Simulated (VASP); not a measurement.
# Ga (I-43d) in VASP: notebook

The runs below take Ga through single point, with PBE, r2SCAN.

Program: VASP 6.6.1. These are calculated values, not measurements. Logs are shortened: lines on timing, memory, paths and dates and some standing lists are left out, and cuts for length are marked.

## 1. The cell of the first run

It takes space group I-43d (No. 220, cubic). Conventional cell: a = 5.951 Å, b = 5.951 Å, c = 5.951 Å, α = 90.00°, β = 90.00°, γ = 90.00°. Ga (site symmetry -4) has 12 Ga at 2.78 to 3.33 Å within 3.7 Å.

## 2. Single point, PBE

INCAR reads:

```
  ALGO = Fast
  EDIFF = 1E-6
  ENCUT = 520
  GGA = PE
  ISIF = 2
  ISMEAR = 0
  LASPH = True
  LCHARG = True
  LELF = True
  LREAL = False
  LVHAR = True
  LWAVE = False
  NBANDS = 48
  NELM = 80
  PREC = Accurate
  SIGMA = 0.05
```

KPOINTS reads:

```
k-points
0
Gamma
  8 8 8
```

POSCAR reads:

```
Ga
1.0
   -2.9755000000      2.9755000000      2.9755000000
    2.9755000000     -2.9755000000      2.9755000000
    2.9755000000      2.9755000000     -2.9755000000
Ga
6
Direct
    0.2500000000      0.6250000000      0.3750000000
    0.3750000000      0.2500000000      0.6250000000
    0.7500000000      0.8750000000      0.1250000000
    0.1250000000      0.7500000000      0.8750000000
    0.6250000000      0.3750000000      0.2500000000
    0.8750000000      0.1250000000      0.7500000000
```

Potentials or basis: VASP PAW PBE potentials, release 64 (Ga_d).

On the command line:

```sh
> cat potpaw_PBE.64/Ga_d/POTCAR > POTCAR
> mpirun -np 1 vasp_std > vasp.out
```

OUTCAR:

```text
EDIFF = 1E-6
   ENCUT = 520
   GGA = PE
   ISIF = 2
   ISMEAR = 0
   LASPH = True
   LREAL = False
   NELM = 80
   PREC = Accurate

 ion  position               nearest neighbor table
   1  0.250  0.625  0.375-   2 2.78   2 2.78   4 2.78   5 2.78   4 2.78   6 2.78   6 2.78   5 2.78

   2  0.375  0.250  0.625-   5 2.78   1 2.78   5 2.78   6 2.78   1 2.78   6 2.78   3 2.78   3 2.78

   3  0.750  0.875  0.125-   6 2.78   4 2.78   5 2.78   6 2.78   5 2.78   4 2.78   2 2.78   2 2.78

   4  0.125  0.750  0.875-   3 2.78   1 2.78   3 2.78   6 2.78   1 2.78   5 2.78   6 2.78   5 2.78

   5  0.625  0.375  0.250-   1 2.78   2 2.78   3 2.78   2 2.78   3 2.78   4 2.78   1 2.78   4 2.78

   6  0.875  0.125  0.750-   2 2.78   3 2.78   4 2.78   3 2.78   2 2.78   1 2.78   4 2.78   1 2.78

  LATTYP: Found a body centered cubic cell.
 ALAT       =     5.9510000000

  Lattice vectors:

 A1 = (  -2.9755000000,   2.9755000000,   2.9755000000)
 A2 = (   2.9755000000,  -2.9755000000,   2.9755000000)
 A3 = (   2.9755000000,   2.9755000000,  -2.9755000000)

Analysis of symmetry for initial positions (statically):
=====================================================================
 Subroutine PRICEL returns:
 Original cell was already a primitive cell.

 Routine SETGRP: Setting up the symmetry group for a
 body centered cubic supercell.

 Subroutine GETGRP returns: Found 24 space group operations
 (whereof  3 operations were pure point group operations)
 out of a pool of 48 trial point group operations.

The static configuration has the point symmetry C_3 .
 The point group associated with its full space group is T_d .

Analysis of symmetry for dynamics (positions and initial velocities):
=====================================================================
 Subroutine PRICEL returns:
 Original cell was already a primitive cell.

 Routine SETGRP: Setting up the symmetry group for a
 body centered cubic supercell.

 Subroutine GETGRP returns: Found 24 space group operations
 (whereof  3 operations were pure point group operations)
 out of a pool of 48 trial point group operations.

The dynamic configuration has the point symmetry C_3 .
 The point group associated with its full space group is T_d .

 Subroutine INISYM returns: Found 24 space group operations
 (whereof  3 operations are pure point group operations),
 and found     1 'primitive' translations

----------------------------------------------------------------------------------------

                                     Primitive cell

  volume of cell :     105.3756

  direct lattice vectors                    reciprocal lattice vectors
    -2.975500000  2.975500000  2.975500000     0.000000000  0.168038985  0.168038985
     2.975500000 -2.975500000  2.975500000     0.168038985  0.000000000  0.168038985
     2.975500000  2.975500000 -2.975500000     0.168038985  0.168038985  0.000000000

  length of vectors
     5.153717178  5.153717178  5.153717178     0.237643012  0.237643012  0.237643012

  position of ions in fractional coordinates (direct lattice)
     0.250000000  0.625000000  0.375000000
     0.375000000  0.250000000  0.625000000
     0.750000000  0.875000000  0.125000000
     0.125000000  0.750000000  0.875000000
     0.625000000  0.375000000  0.250000000
     0.875000000  0.125000000  0.750000000

  ion indices of the primitive-cell ions
   primitive index   ion index
                 1           1
                 2           2
                 3           3
                 4           4
                 5           5
                 6           6

----------------------------------------------------------------------------------------

 KPOINTS: k-points

Automatic generation of k-mesh.
 Grid dimensions read from file:
 generate k-points for:    8    8    8

 Generating k-lattice:

  Cartesian coordinates                     Fractional coordinates (reciprocal lattice)
     0.000000000  0.021004873  0.021004873     0.125000000  0.000000000  0.000000000
     0.021004873  0.000000000  0.021004873     0.000000000  0.125000000  0.000000000
     0.021004873  0.021004873  0.000000000     0.000000000  0.000000000  0.125000000

  Length of vectors
     0.029705376  0.029705376  0.029705376

  Shift w.r.t. Gamma in fractional coordinates (k-lattice)
     0.000000000  0.000000000  0.000000000

 Subroutine IBZKPT returns following result:
 ===========================================

 Found     29 irreducible k-points:

 Following reciprocal coordinates:
            Coordinates               Weight
  0.000000  0.000000  0.000000      1.000000
  0.125000  0.000000  0.000000     12.000000
  0.250000  0.000000  0.000000     12.000000
  0.375000  0.000000  0.000000     12.000000
  0.500000  0.000000  0.000000      6.000000
  0.125000  0.125000  0.000000     24.000000
[... 16 lines left out ...]
 -0.250000  0.250000  0.250000      6.000000
 -0.375000  0.375000  0.250000     24.000000
 [... further k-points ...]
   k-points           NKPTS =     29   k-points in BZ     NKDIM =     29   number of bands    NBANDS=     48
   number of dos      NEDOS =    301   number of ions     NIONS =      6
   total plane-waves  NPLWV =  64000
   dimension x,y,z NGX =    40 NGY =   40 NGZ =   40
   dimension x,y,z NGXF=    80 NGYF=   80 NGZF=   80
   ions per type =               6
   NGX,Y,Z   is equivalent  to a cutoff of  12.90, 12.90, 12.90 a.u.
   NGXF,Y,Z  is equivalent  to a cutoff of  25.81, 25.81, 25.81 a.u.
 SYSTEM =  unknown system
   PREC   = accura    normal or accurate (medium, high low for compatibility)
   ISTART =      0    job   : 0-new  1-cont  2-samecut
   ICHARG =      2    charge: 1-file 2-atom 10-const
   ISPIN  =      1    spin polarized calculation?
   LNONCOLLINEAR =      F non collinear calculations
   LSORBIT =      F    spin-orbit coupling
   LASPH  =      T    aspherical Exc in radial PAW
   ENCUT  =  520.0 eV  38.22 Ry    6.18 a.u.   9.58  9.58  9.58*2*pi/ulx,y,z
   NELM   =     80;   NELMIN=  2; NELMDL= -5     # of ELM steps
   EDIFF  = 0.1E-05   stopping-criterion for ELM
   LREAL  =      F    real-space projection
   EDIFFG = 0.1E-04   stopping-criterion for IOM
   NSW    =      0    number of steps for IOM
   IBRION =     -1    ionic relax: 0-MD 1-quasi-New 2-CG
   NFREE  =      0    steps in history (QN), initial steepest desc. (CG)
   ISIF   =      2    stress and relaxation
   ISYM   =      2    0-nonsym 1-usesym 2-fastsym
   POTIM  = 0.5000    time-step for ionic-motion
   TEBEG  =    0.0;   TEEND  =   0.0 temperature during run
   PSTRESS=    0.0 pullay stress
   NELECT =      78.0000    total number of electrons
   NUPDOWN=      -1.0000    fix difference up-down
   EMIN   =  10.00;   EMAX   =-10.00  energy-range for DOS
   EFERMI =   0.00;   METHOD = LEGACY
   ISMEAR =     0;   SIGMA  =   0.05  broadening in eV -4-tet -1-fermi 0-gaus
   EFERMI_NEDOS =   21; number of points for ismear=-14 and -15
   IALGO  =     68    algorithm
   IMIX   =      4    mixing-type and parameters
     AMIX     =   0.40;   BMIX     =  1.00
     AMIX_MAG =   1.60;   BMIX_MAG =  1.00
  volume/ion in A,a.u.               =      17.56       118.52
  Fermi-wavevector in a.u.,A,eV,Ry     =   1.480902  2.798500 29.838552  2.193072
  Thomas-Fermi vector in A             =   2.594879
   LORBIT       =      0    0 simple, 1 ext, 2 COOP (PROOUT), +10 PAW based schemes
   GGA     = PE    functional components
   LHFCALC =     F    Hartree Fock is set to
   AEXX    =    0.0000 exact exchange contribution
   IVDW    =     0    specifies the selected vdW correction
   LEPSILON=     F    determine dielectric tensor
   LRPA    =     F    only Hartree local field effects (RPA)
 non-spin polarized calculation
 RMM-DIIS sequential band-by-band and
 Gauss-broadening in eV      SIGMA  =   0.05
  energy-cutoff  :      520.00
  volume of cell :      105.38
 maximum number of plane-waves:      2899
 NGX is ok and might be reduce to    40
   NGX = 19   NGY = 19   NGZ = 19

 number of electron      77.9999937 magnetization

 Free energy of the ion-electron system (eV)
  ---------------------------------------------------
  ext. energy  EPLUGINS =         0.00000000
  ---------------------------------------------------
  free energy    TOTEN  =       -17.16411911 eV

  energy without entropy =      -17.15901737  energy(sigma->0) =      -17.16156824

 E-fermi :   6.1487     XC(G=0): -11.3626

 val. band max:        6.1433285150   @ k =   0.3750   0.1250   0.0000
 cond. band min:       6.2277654612   @ k =  -0.3750  -0.3750   0.1250
 fundamental gap:      0.0844369461
 Fermi energy:         6.1487206779

 k-point     1 :       0.0000    0.0000    0.0000
  band No.  band energies     occupation
      1      -8.9262      2.00000
      2      -8.8850      2.00000
      3      -8.8850      2.00000
      4      -8.8488      2.00000
      5      -8.8488      2.00000
      6      -8.8488      2.00000
[... 40 lines left out ...]
     47      12.5125      0.00000
     48      12.5132      0.00000

 k-point     2 :       0.1250    0.0000    0.0000
  band No.  band energies     occupation
      1      -8.9231      2.00000
      2      -8.9047      2.00000
      3      -8.9018      2.00000
      4      -8.8770      2.00000
      5      -8.8658      2.00000
      6      -8.8633      2.00000
[... 40 lines left out ...]
     47      12.9238      0.00000
     48      14.1928      0.00000

 k-point     3 :       0.2500    0.0000    0.0000
  band No.  band energies     occupation
      1      -8.9418      2.00000
      2      -8.9358      2.00000
      3      -8.9206      2.00000
      4      -8.9020      2.00000
      5      -8.8762      2.00000
      6      -8.8654      2.00000
[... 40 lines left out ...]
     47      13.2551      0.00000
     48      14.3153      0.00000

 k-point     4 :       0.3750    0.0000    0.0000
  band No.  band energies     occupation
      1      -8.9714      2.00000
      2      -8.9646      2.00000
      3      -8.9137      2.00000
      4      -8.9050      2.00000
      5      -8.8801      2.00000
      6      -8.8655      2.00000
[... 958 lines left out ...]
     47      14.5339      0.00000
     48      14.5899      0.00000

 k-point    23 :      -0.2500    0.2500    0.2500
  band No.  band energies     occupation
      1      -8.9515      2.00000
      2      -8.9451      2.00000
      3      -8.9451      2.00000
      4      -8.9399      2.00000
      5      -8.8941      2.00000
      6      -8.8892      2.00000
[... 40 lines left out ...]
     47      12.5123      0.00000
     48      13.1445      0.00000

 k-point    24 :      -0.3750    0.3750    0.2500
  band No.  band energies     occupation
      1      -8.9639      2.00000
      2      -8.9606      2.00000
      3      -8.9463      2.00000
      4      -8.9402      2.00000
      5      -8.9097      2.00000
      6      -8.8983      2.00000
[... 40 lines left out ...]
     47      11.9994      0.00000
     48      12.5623      0.00000

 [... further k-points ...]
[... 5 lines left out ...]
  --------------------------------------------------------------------------------------
  -------------------------------------------------------------------------------------
  Total        3.0091735      3.0091735      3.0091735     -0.0000000     -0.0000000     -0.0000000
  in kB       45.7528292     45.7528292     45.7528292     -0.0000000     -0.0000000     -0.0000000
  external PRESSURE =      45.7528292 kB  Pullay stress =       0.0000000 kB

 VOLUME and BASIS-vectors are now :
 -----------------------------------------------------------------------------
  energy-cutoff  :      520.00
  volume of cell :      105.38
      direct lattice vectors                 reciprocal lattice vectors
    -2.975500000  2.975500000  2.975500000     0.000000000  0.168038985  0.168038985
     2.975500000 -2.975500000  2.975500000     0.168038985  0.000000000  0.168038985
     2.975500000  2.975500000 -2.975500000     0.168038985  0.168038985  0.000000000

 POSITION                                       TOTAL-FORCE (eV/Angst)
 -----------------------------------------------------------------------------------
      2.23163     -0.00000      1.48775         0.000000      0.000000     -0.000000
      1.48775      2.23162     -0.00000        -0.000000     -0.000000      0.000000
      0.74388     -0.00000      4.46325         0.000000      0.000000     -0.000000
      4.46325      0.74388      0.00000        -0.000000     -0.000000     -0.000000
     -0.00000      1.48775      2.23162         0.000000     -0.000000      0.000000
      0.00000      4.46325      0.74388        -0.000000      0.000000      0.000000
 -----------------------------------------------------------------------------------
    total drift:                                0.000000      0.000000      0.000000

  FREE ENERGIE OF THE ION-ELECTRON SYSTEM (eV)
  ---------------------------------------------------
  free  energy   TOTEN  =       -17.1641191115 eV

  energy  without entropy=      -17.1590173725  energy(sigma->0) =      -17.16156824
```

It took 2.4 min on 1 thread of Intel Xeon 6975P-C (Granite Rapids), shared host; peak memory 0.28 GiB.

Results:

| Item | Value |
| --- | --- |
| Free energy | -17.1641 eV |
| Pressure | 4.6 GPa |
| Band gap on the k mesh | zero (bands 39 and 40 overlap by 3.96 eV) |

Caveat: the cell stands under pressure.

## 3. Single point, PBE

This run uses another cell than the first one, of 18.62 Å³/atom.

INCAR reads:

```
  PREC = Accurate
  ENCUT = 520
  EDIFF = 1E-7
  ISMEAR = 0
  SIGMA = 0.05
  LREAL = F
  LASPH = T
  NELM = 60
  ALGO = Fast
  ISIF = 2
  LWAVE = F
  LCHARG = T
  GGA = PE
  LELF = T
  LVHAR = T
  NBANDS = 48
```

KPOINTS reads:

```
regular mesh
0
Gamma
  8 8 8
```

Edit POSCAR of step 2 so:

```diff
@@ -2,5 +2,5 @@
 1.0
-   -2.9755000000      2.9755000000      2.9755000000
-    2.9755000000     -2.9755000000      2.9755000000
-    2.9755000000      2.9755000000     -2.9755000000
+   -3.0338579531      3.0338579531      3.0338579531
+    3.0338579531     -3.0338579531      3.0338579531
+    3.0338579531      3.0338579531     -3.0338579531
 Ga
```

Potentials or basis: VASP PAW PBE potentials, release 64 (Ga_d).

On the command line:

```sh
> cat potpaw_PBE.64/Ga_d/POTCAR > POTCAR
> mpirun -np 1 vasp_std > vasp.out
```

It took 2.6 min on 1 thread of Intel Xeon 6975P-C (Granite Rapids), shared host; peak memory 0.29 GiB.

It converged, with:

* Free energy: -17.2704 eV
* Pressure: 1.0 GPa
* Band gap on the k mesh: zero (bands 39 and 40 overlap by 3.71 eV)

Levels at points of the mesh, in eV from the Fermi level:
```
           k point  band 36  band 37  band 38  band 39  band 40  band 41  band 42  band 43
(0.00, 0.00, 0.00)    -2.99    -2.19    -2.19    -2.19    -1.83    -1.83    -1.83    -1.70
(0.50, 0.00, 0.00)    -4.47    -0.80    -0.80    -0.39    -0.39     2.90     2.90     3.25
(0.50, 0.50, 0.50)    -6.90     1.48     1.48     1.60     1.60     1.60     1.60     1.60
```

## 4. Single point, r2SCAN

Edit POSCAR of step 3 so:

```diff
@@ -2,5 +2,5 @@
 1.0
-   -3.0338579531      3.0338579531      3.0338579531
-    3.0338579531     -3.0338579531      3.0338579531
-    3.0338579531      3.0338579531     -3.0338579531
+   -2.9755000000      2.9755000000      2.9755000000
+    2.9755000000     -2.9755000000      2.9755000000
+    2.9755000000      2.9755000000     -2.9755000000
 Ga
```

INCAR.step1 reads:

```
SYSTEM = Ga
  PREC = Accurate
  ENCUT = 520
  ISMEAR = 0
  SIGMA = 0.05
  LREAL = .FALSE.
  LASPH = .TRUE.
  NELM = 60
  NBANDS = 48
  GGA = PE
  ALGO = Normal
  EDIFF = 1E-4
  LWAVE = .TRUE.
  LCHARG = .FALSE.
```

INCAR.step2 reads:

```
SYSTEM = Ga
  PREC = Accurate
  ENCUT = 520
  EDIFF = 1E-6
  ISMEAR = 0
  SIGMA = 0.05
  LREAL = .FALSE.
  LASPH = .TRUE.
  NELM = 60
  ALGO = Normal
  ISIF = 2
  LWAVE = .FALSE.
  LCHARG = .TRUE.
  METAGGA = R2SCAN
  LMIXTAU = .TRUE.
  LELF = .TRUE.
  LVHAR = .TRUE.
  NBANDS = 48
  ISTART = 1
```

KPOINTS reads:

```
regular mesh
0
G
  8 8 8
  0 0 0
```

On the command line:

```sh
> cat potpaw_PBE.64/Ga_d/POTCAR > POTCAR
> cp INCAR.step1 INCAR
> mpirun -np 1 vasp_std > vasp.out
> cp INCAR.step2 INCAR
> mpirun -np 1 vasp_std > vasp.out
```

Run time: 4.1 min. Hardware: 1 thread of Intel Xeon 6975P-C (Granite Rapids), shared host; peak memory 0.3 GiB.

It converged, with:

```
Free energy            : -67.9307 eV
Pressure               : 1.2 GPa
Band gap on the k mesh : zero (bands 39 and 40 overlap by 4.16 eV)
```

Levels at points of the mesh, in eV from the Fermi level:
```csv
k point,band 37,band 38,band 39,band 40,band 41,band 42
"(0.00, 0.00, 0.00)",-2.58,-2.58,-2.58,-2.16,-2.16,-2.16
"(0.50, 0.00, 0.00)",-1.06,-1.06,-0.28,-0.28,3.09,3.09
"(0.50, 0.50, 0.50)",1.44,1.44,1.77,1.77,1.77,1.77
```

Caveat: the PAW data sets were made with another functional, which shifts forces and pressure a little.

## 5. Overview

| level | cell | gap on the mesh (eV) | pressure (GPa) |
| --- | --- | --- | --- |
| PBE | a = 5.154 Å, angles 109.5°, 6 atoms | none | 4.6 |
| PBE | a = 5.255 Å, angles 109.5°, 6 atoms | none | 1.0 |
| r2SCAN | a = 5.154 Å, angles 109.5°, 6 atoms | none | 1.2 |

Alike in all rows: task single point; potentials or basis VASP PAW PBE potentials, release 64 (Ga_d); no spin polarisation; k mesh 8 × 8 × 8; cutoff (eV) 520; smearing gaussian 0.05 eV.

Caveats: the cell stands under pressure (at least some runs); the PAW data sets were made with another functional, which shifts forces and pressure a little (at least some runs).

Total energies depend on the potentials used, so only differences within one code and one set of settings carry meaning.
